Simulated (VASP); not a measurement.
# ZnS (F-43m) in VASP: further runs

Runs on ZnS. Level: PBEsol. Tasks: electric field gradients.

Everything below comes from runs of VASP 6.6.1. Logs are shortened: lines on timing, memory, paths and dates and some standing lists are left out, and cuts for length are marked.

**Measured values to compare with.**

“Electronic, vibrational, and thermodynamic properties of ZnS (zincblende and rocksalt structure)”, 2009, arxiv:0911.5022 quotes, for a bulk crystal of ZnS at 19 K: band gap 3.85 eV (direct).

How close the calculation comes is told below.

**1. The cell of the first run**

The structure is cubic, space group F-43m (No. 216). Conventional cell: a = 5.409 Å, b = 5.409 Å, c = 5.409 Å, α = 90.00°, β = 90.00°, γ = 90.00°. Within 3.1 Å of Zn (site symmetry -43m) lie 4 S at 2.34 Å. S (site symmetry -43m) has 4 Zn at 2.34 Å within 3.1 Å.

**2. Electric field gradients, PBEsol**

Contents of INCAR:

```
SYSTEM = ZnS
ALGO = Normal
EDIFF = 1E-8
ENCUT = 520
GGA = PS
ISIF = 2
ISMEAR = -1
LASPH = .TRUE.
LCHARG = .FALSE.
LEFG = .TRUE.
LREAL = .FALSE.
LWAVE = .FALSE.
NBANDS = 16
NELM = 60
PREC = Accurate
SIGMA = 0.01
```

Contents of KPOINTS:

```
k-points
0
G
  9 9 9
  0 0 0
```

Contents of POSCAR:

```
ZnS
1.0
    0.0000000000      2.7046500000      2.7046500000
    2.7046500000      0.0000000000      2.7046500000
    2.7046500000      2.7046500000      0.0000000000
Zn S
1 1
Direct
    0.0000000000      0.0000000000      0.0000000000
    0.7500000000      0.7500000000      0.7500000000
```

Potentials or basis: VASP PAW PBE potentials, release 64 (Zn, S).

On the command line:

```sh
$ cat potpaw_PBE.64/Zn/POTCAR potpaw_PBE.64/S/POTCAR > POTCAR
$ mpirun -np 1 vasp_std > vasp.out
```

OUTCAR:

```text
SYSTEM = ZnS
   EDIFF = 1E-8
   ENCUT = 520
   GGA = PS
   ISIF = 2
   ISMEAR = -1
   LASPH = .TRUE.
   LREAL = .FALSE.
   NELM = 60
   PREC = Accurate

 ion  position               nearest neighbor table
   1  0.000  0.000  0.000-   2 2.34   2 2.34   2 2.34   2 2.34
   2  0.750  0.750  0.750-   1 2.34   1 2.34   1 2.34   1 2.34

  LATTYP: Found a face centered cubic cell.
 ALAT       =     5.4093000000

  Lattice vectors:

 A1 = (   0.0000000000,   2.7046500000,   2.7046500000)
 A2 = (   2.7046500000,   0.0000000000,   2.7046500000)
 A3 = (   2.7046500000,   2.7046500000,   0.0000000000)

Analysis of symmetry for initial positions (statically):
=====================================================================
 Subroutine PRICEL returns:
 Original cell was already a primitive cell.

 Routine SETGRP: Setting up the symmetry group for a
 face centered cubic supercell.

 Subroutine GETGRP returns: Found 24 space group operations
 (whereof 24 operations were pure point group operations)
 out of a pool of 48 trial point group operations.

The static configuration has the point symmetry T_d .

Analysis of symmetry for dynamics (positions and initial velocities):
=====================================================================
 Subroutine PRICEL returns:
 Original cell was already a primitive cell.

 Routine SETGRP: Setting up the symmetry group for a
 face centered cubic supercell.

 Subroutine GETGRP returns: Found 24 space group operations
 (whereof 24 operations were pure point group operations)
 out of a pool of 48 trial point group operations.

The dynamic configuration has the point symmetry T_d .

 Subroutine INISYM returns: Found 24 space group operations
 (whereof 24 operations are pure point group operations),
 and found     1 'primitive' translations

----------------------------------------------------------------------------------------

                                     Primitive cell

  volume of cell :      39.5697

  direct lattice vectors                    reciprocal lattice vectors
     0.000000000  2.704650000  2.704650000    -0.184866803  0.184866803  0.184866803
     2.704650000  0.000000000  2.704650000     0.184866803 -0.184866803  0.184866803
     2.704650000  2.704650000  0.000000000     0.184866803  0.184866803 -0.184866803

  length of vectors
     3.824952711  3.824952711  3.824952711     0.320198696  0.320198696  0.320198696

  position of ions in fractional coordinates (direct lattice)
     0.000000000  0.000000000  0.000000000
     0.750000000  0.750000000  0.750000000

  ion indices of the primitive-cell ions
   primitive index   ion index
                 1           1
                 2           2

----------------------------------------------------------------------------------------

 KPOINTS: k-points

Automatic generation of k-mesh.
 Grid dimensions read from file:
 generate k-points for:    9    9    9

 Generating k-lattice:

  Cartesian coordinates                     Fractional coordinates (reciprocal lattice)
    -0.020540756  0.020540756  0.020540756     0.111111111  0.000000000  0.000000000
     0.020540756 -0.020540756  0.020540756     0.000000000  0.111111111  0.000000000
     0.020540756  0.020540756 -0.020540756     0.000000000  0.000000000  0.111111111

  Length of vectors
     0.035577633  0.035577633  0.035577633

  Shift w.r.t. Gamma in fractional coordinates (k-lattice)
     0.000000000  0.000000000  0.000000000

 Subroutine IBZKPT returns following result:
 ===========================================

 Found     35 irreducible k-points:

 Following reciprocal coordinates:
            Coordinates               Weight
  0.000000  0.000000  0.000000      1.000000
  0.111111  0.000000  0.000000      8.000000
  0.222222  0.000000  0.000000      8.000000
  0.333333  0.000000  0.000000      8.000000
  0.444444  0.000000  0.000000      8.000000
  0.111111  0.111111  0.000000      6.000000
[... 16 lines left out ...]
 -0.333333  0.333333  0.000000     12.000000
  0.444444  0.444444  0.000000      6.000000
 [... further k-points ...]
   k-points           NKPTS =     35   k-points in BZ     NKDIM =     35   number of bands    NBANDS=     16
   number of dos      NEDOS =    301   number of ions     NIONS =      2
   total plane-waves  NPLWV =  21952
   dimension x,y,z NGX =    28 NGY =   28 NGZ =   28
   dimension x,y,z NGXF=    56 NGYF=   56 NGZF=   56
   ions per type =               1   1
   NGX,Y,Z   is equivalent  to a cutoff of  12.17, 12.17, 12.17 a.u.
   NGXF,Y,Z  is equivalent  to a cutoff of  24.34, 24.34, 24.34 a.u.
 SYSTEM =  ZnS
   PREC   = accura    normal or accurate (medium, high low for compatibility)
   ISTART =      0    job   : 0-new  1-cont  2-samecut
   ICHARG =      2    charge: 1-file 2-atom 10-const
   ISPIN  =      1    spin polarized calculation?
   LNONCOLLINEAR =      F non collinear calculations
   LSORBIT =      F    spin-orbit coupling
   LASPH  =      T    aspherical Exc in radial PAW
   ENCUT  =  520.0 eV  38.22 Ry    6.18 a.u.   7.11  7.11  7.11*2*pi/ulx,y,z
   NELM   =     60;   NELMIN=  2; NELMDL= -5     # of ELM steps
   EDIFF  = 0.1E-07   stopping-criterion for ELM
   LREAL  =      F    real-space projection
   EDIFFG = 0.1E-06   stopping-criterion for IOM
   NSW    =      0    number of steps for IOM
   IBRION =     -1    ionic relax: 0-MD 1-quasi-New 2-CG
   NFREE  =      0    steps in history (QN), initial steepest desc. (CG)
   ISIF   =      2    stress and relaxation
   ISYM   =      2    0-nonsym 1-usesym 2-fastsym
   POTIM  = 0.5000    time-step for ionic-motion
   TEBEG  =    0.0;   TEEND  =   0.0 temperature during run
   PSTRESS=    0.0 pullay stress
   NELECT =      18.0000    total number of electrons
   NUPDOWN=      -1.0000    fix difference up-down
   EMIN   =  10.00;   EMAX   =-10.00  energy-range for DOS
   EFERMI =   0.00;   METHOD = LEGACY
   ISMEAR =    -1;   SIGMA  =   0.01  broadening in eV -4-tet -1-fermi 0-gaus
   EFERMI_NEDOS =   21; number of points for ismear=-14 and -15
   IALGO  =     38    algorithm
   IMIX   =      4    mixing-type and parameters
     AMIX     =   0.40;   BMIX     =  1.00
     AMIX_MAG =   1.60;   BMIX_MAG =  1.00
  volume/ion in A,a.u.               =      19.78       133.51
  Fermi-wavevector in a.u.,A,eV,Ry     =   1.259055  2.379268 21.568210  1.585219
  Thomas-Fermi vector in A             =   2.392634
   LORBIT       =      0    0 simple, 1 ext, 2 COOP (PROOUT), +10 PAW based schemes
   GGA     = PS    functional components
   LHFCALC =     F    Hartree Fock is set to
   AEXX    =    0.0000 exact exchange contribution
   IVDW    =     0    specifies the selected vdW correction
   LEPSILON=     F    determine dielectric tensor
   LRPA    =     F    only Hartree local field effects (RPA)
 non-spin polarized calculation
  energy-cutoff  :      520.00
  volume of cell :       39.57
 maximum number of plane-waves:      1075
   NGX = 15   NGY = 15   NGZ = 15

 number of electron      17.9999998 magnetization

 Free energy of the ion-electron system (eV)
  ---------------------------------------------------
  ext. energy  EPLUGINS =         0.00000000
  ---------------------------------------------------
  free energy    TOTEN  =        -7.58241358 eV

  energy without entropy =       -7.58241358  energy(sigma->0) =       -7.58241358

 E-fermi :   2.2180     XC(G=0):  -9.8359

 val. band max:        1.9855880167   @ k =   0.0000   0.0000   0.0000
 cond. band min:       3.9509505875   @ k =   0.0000   0.0000   0.0000
 fundamental gap:      1.9653625708
 Fermi energy:         2.2180193490

 k-point     1 :       0.0000    0.0000    0.0000
  band No.  band energies     occupation
      1     -11.1487      2.00000
      2      -4.3733      2.00000
      3      -4.3733      2.00000
      4      -4.3733      2.00000
      5      -3.8774      2.00000
      6      -3.8774      2.00000
[... 8 lines left out ...]
     15      13.7171      0.00000
     16      13.7171      0.00000

 k-point     2 :       0.1111    0.0000    0.0000
  band No.  band energies     occupation
      1     -11.0549      2.00000
      2      -4.3741      2.00000
      3      -4.3565      2.00000
      4      -4.3565      2.00000
      5      -3.8789      2.00000
      6      -3.8789      2.00000
[... 8 lines left out ...]
     15      13.1756      0.00000
     16      14.3067      0.00000
[... 387 lines left out ...]
      5      -3.8628      2.00000
      6      -3.5992      2.00000
[... 8 lines left out ...]
     15      13.6083      0.00000
     16      18.3585      0.00000

 k-point    24 :       0.4444    0.4444    0.0000
  band No.  band energies     occupation
      1      -9.9386      2.00000
      2      -4.4134      2.00000
      3      -4.0455      2.00000
      4      -4.0455      2.00000
      5      -3.8043      2.00000
      6      -3.7233      2.00000
[... 8 lines left out ...]
     15      15.6146      0.00000
     16      16.9587      0.00000

 [... further k-points ...]
[... 5 lines left out ...]
  --------------------------------------------------------------------------------------
  -------------------------------------------------------------------------------------
  Total       -0.4932439     -0.4932439     -0.4932439      0.0000000      0.0000000      0.0000000
  in kB      -19.9714287    -19.9714287    -19.9714287      0.0000000      0.0000000      0.0000000
  external PRESSURE =     -19.9714287 kB  Pullay stress =       0.0000000 kB

 VOLUME and BASIS-vectors are now :
 -----------------------------------------------------------------------------
  energy-cutoff  :      520.00
  volume of cell :       39.57
      direct lattice vectors                 reciprocal lattice vectors
     0.000000000  2.704650000  2.704650000    -0.184866803  0.184866803  0.184866803
     2.704650000  0.000000000  2.704650000     0.184866803 -0.184866803  0.184866803
     2.704650000  2.704650000  0.000000000     0.184866803  0.184866803 -0.184866803

 POSITION                                       TOTAL-FORCE (eV/Angst)
 -----------------------------------------------------------------------------------
      0.00000      0.00000      0.00000        -0.000000      0.000000     -0.000000
      4.05697      4.05697      4.05697         0.000000     -0.000000      0.000000
 -----------------------------------------------------------------------------------
    total drift:                               -0.000001     -0.000001     -0.000001

  FREE ENERGIE OF THE ION-ELECTRON SYSTEM (eV)
  ---------------------------------------------------
  free  energy   TOTEN  =        -7.5824135807 eV

  energy  without entropy=       -7.5824135807  energy(sigma->0) =       -7.58241358

 Electric field gradients (V/A^2)
---------------------------------------------------------------------
 ion       V_xx      V_yy      V_zz      V_xy      V_xz      V_yz
---------------------------------------------------------------------
   1      -0.000    -0.000     0.000    -0.003    -0.003    -0.003
   2       0.000    -0.000     0.000    -0.000    -0.000    -0.000
---------------------------------------------------------------------

 Electric field gradients after diagonalization (V/A^2)
 (convention: |V_zz| > |V_xx| > |V_yy|)
----------------------------------------------------------------------
 ion       V_xx      V_yy      V_zz     asymmetry (V_yy - V_xx)/ V_zz
----------------------------------------------------------------------
   1       0.003     0.003    -0.007       0.000
   2       0.000     0.000    -0.000       0.000
----------------------------------------------------------------------

           NMR quadrupolar parameters

 Cq : quadrupolar parameter    Cq=e*Q*V_zz/h
 eta: asymmetry parameters     (V_yy - V_xx)/ V_zz
 Q  : nuclear electric quadrupole moment in mb (millibarn)
----------------------------------------------------------------------
 ion       Cq(MHz)       eta       Q (mb)
----------------------------------------------------------------------
   1      -0.000       0.000       1.000
   2      -0.000       0.000       1.000
----------------------------------------------------------------------
```

Run time: 18 s. Hardware: 1 thread of Intel Xeon 6975P-C, shared host; peak memory 0.16 GiB.

Results:

```
Free energy            : -7.5824 eV
Pressure               : -2.0 GPa
Band gap on the k mesh : 1.97 eV, direct
```

Levels at points of the mesh, in eV from the valence-band top:
| k point | band 5 | band 6 | band 7 | band 8 | band 9 | band 10 | band 11 | band 12 | band 13 | band 14 |
| --- | --- | --- | --- | --- | --- | --- | --- | --- | --- | --- |
| (0.00, 0.00, 0.00) | -5.86 | -5.86 | 0.00 | 0.00 | 0.00 | 1.97 | 6.31 | 6.31 | 6.31 | 11.62 |

Caveat: without QUAD_EFG the Cq values of the log hold for a quadrupole moment of 1 mb, not for the nuclei; the PAW data sets were made with another functional, which shifts forces and pressure a little.

**3. Electric field gradients, PBEsol**

Contents of INCAR:

```
PREC     = Accurate       # precision mode
ENCUT    = 520            # plane-wave cutoff, eV
EDIFF    = 1E-8           # SCF threshold, eV
ISMEAR   = -1             # smearing method
SIGMA    = 0.01           # smearing width, eV
LREAL    = F              # projectors in reciprocal space
LASPH    = T              # aspherical terms in the spheres
NELM     = 80             # most SCF steps
ALGO     = Normal         # electronic algorithm
ISIF     = 2              # what is computed and relaxed
LWAVE    = F              # write WAVECAR
LCHARG   = F              # write CHGCAR
GGA      = PS             # functional
LEFG     = T            
NBANDS   = 16             # bands
```

Contents of KPOINTS:

```
regular mesh
0
Gamma
  9 9 9
```

POSCAR is that of step 2.

Potentials or basis: VASP PAW PBE potentials, release 64 (Zn, S).

On the command line:

```sh
$ cat potpaw_PBE.64/Zn/POTCAR potpaw_PBE.64/S/POTCAR > POTCAR
$ mpirun -np 1 vasp_std > vasp.out
```

OUTCAR:

```text
PREC = Accurate
   ENCUT = 520
   EDIFF = 1E-8
   ISMEAR = -1
   LREAL = F
   LASPH = T
   NELM = 80
   ISIF = 2
   GGA = PS

 ion  position               nearest neighbor table
   1  0.000  0.000  0.000-   2 2.34   2 2.34   2 2.34   2 2.34
   2  0.750  0.750  0.750-   1 2.34   1 2.34   1 2.34   1 2.34

  LATTYP: Found a face centered cubic cell.
 ALAT       =     5.4093000000

  Lattice vectors:

 A1 = (   0.0000000000,   2.7046500000,   2.7046500000)
 A2 = (   2.7046500000,   0.0000000000,   2.7046500000)
 A3 = (   2.7046500000,   2.7046500000,   0.0000000000)

Analysis of symmetry for initial positions (statically):
=====================================================================
 Subroutine PRICEL returns:
 Original cell was already a primitive cell.

 Routine SETGRP: Setting up the symmetry group for a
 face centered cubic supercell.

 Subroutine GETGRP returns: Found 24 space group operations
 (whereof 24 operations were pure point group operations)
 out of a pool of 48 trial point group operations.

The static configuration has the point symmetry T_d .

Analysis of symmetry for dynamics (positions and initial velocities):
=====================================================================
 Subroutine PRICEL returns:
 Original cell was already a primitive cell.

 Routine SETGRP: Setting up the symmetry group for a
 face centered cubic supercell.

 Subroutine GETGRP returns: Found 24 space group operations
 (whereof 24 operations were pure point group operations)
 out of a pool of 48 trial point group operations.

The dynamic configuration has the point symmetry T_d .

[... 148 lines left out ...]
 cond. band min:       3.9509505875   @ k =   0.0000   0.0000   0.0000
 fundamental gap:      1.9653625708
 Fermi energy:         2.2180193490

 k-point     1 :       0.0000    0.0000    0.0000
  band No.  band energies     occupation
      1     -11.1487      2.00000
      2      -4.3733      2.00000
      3      -4.3733      2.00000
      4      -4.3733      2.00000
      5      -3.8774      2.00000
      6      -3.8774      2.00000
[... 433 lines left out ...]
      3      -4.0455      2.00000
      4      -4.0455      2.00000
      5      -3.8043      2.00000
      6      -3.7233      2.00000
[... 8 lines left out ...]
     15      15.6146      0.00000
     16      16.9587      0.00000

 [... further k-points ...]
[... 5 lines left out ...]
  --------------------------------------------------------------------------------------
  -------------------------------------------------------------------------------------
  Total       -0.4932439     -0.4932439     -0.4932439      0.0000000      0.0000000      0.0000000
  in kB      -19.9714287    -19.9714287    -19.9714287      0.0000000      0.0000000      0.0000000
  external PRESSURE =     -19.9714287 kB  Pullay stress =       0.0000000 kB

 VOLUME and BASIS-vectors are now :
 -----------------------------------------------------------------------------
  energy-cutoff  :      520.00
  volume of cell :       39.57
      direct lattice vectors                 reciprocal lattice vectors
     0.000000000  2.704650000  2.704650000    -0.184866803  0.184866803  0.184866803
     2.704650000  0.000000000  2.704650000     0.184866803 -0.184866803  0.184866803
     2.704650000  2.704650000  0.000000000     0.184866803  0.184866803 -0.184866803

 POSITION                                       TOTAL-FORCE (eV/Angst)
 -----------------------------------------------------------------------------------
      0.00000      0.00000      0.00000        -0.000000      0.000000     -0.000000
      4.05697      4.05697      4.05697         0.000000     -0.000000      0.000000
 -----------------------------------------------------------------------------------
    total drift:                               -0.000001     -0.000001     -0.000001

  FREE ENERGIE OF THE ION-ELECTRON SYSTEM (eV)
  ---------------------------------------------------
  free  energy   TOTEN  =        -7.5824135807 eV

  energy  without entropy=       -7.5824135807  energy(sigma->0) =       -7.58241358

 Electric field gradients (V/A^2)
---------------------------------------------------------------------
 ion       V_xx      V_yy      V_zz      V_xy      V_xz      V_yz
---------------------------------------------------------------------
   1      -0.000    -0.000     0.000    -0.003    -0.003    -0.003
   2       0.000    -0.000     0.000    -0.000    -0.000    -0.000
---------------------------------------------------------------------

 Electric field gradients after diagonalization (V/A^2)
 (convention: |V_zz| > |V_xx| > |V_yy|)
----------------------------------------------------------------------
 ion       V_xx      V_yy      V_zz     asymmetry (V_yy - V_xx)/ V_zz
----------------------------------------------------------------------
   1       0.003     0.003    -0.007       0.000
   2       0.000     0.000    -0.000       0.000
----------------------------------------------------------------------

           NMR quadrupolar parameters

 Cq : quadrupolar parameter    Cq=e*Q*V_zz/h
 eta: asymmetry parameters     (V_yy - V_xx)/ V_zz
 Q  : nuclear electric quadrupole moment in mb (millibarn)
----------------------------------------------------------------------
 ion       Cq(MHz)       eta       Q (mb)
----------------------------------------------------------------------
   1      -0.000       0.000       1.000
   2      -0.000       0.000       1.000
----------------------------------------------------------------------
```

It used 20 s of CPU time on 1 thread of Intel Xeon 6975P-C, with other jobs on the host.

What came out:

```yaml
Free_energy: -7.5824 eV
Pressure: -2.0 GPa
Band_gap_on_the_k_mesh: 1.97 eV, direct
```

Caveat: without QUAD_EFG the Cq values of the log hold for a quadrupole moment of 1 mb, not for the nuclei; the PAW data sets were made with another functional, which shifts forces and pressure a little.

(Continued in part 2 of 2.)
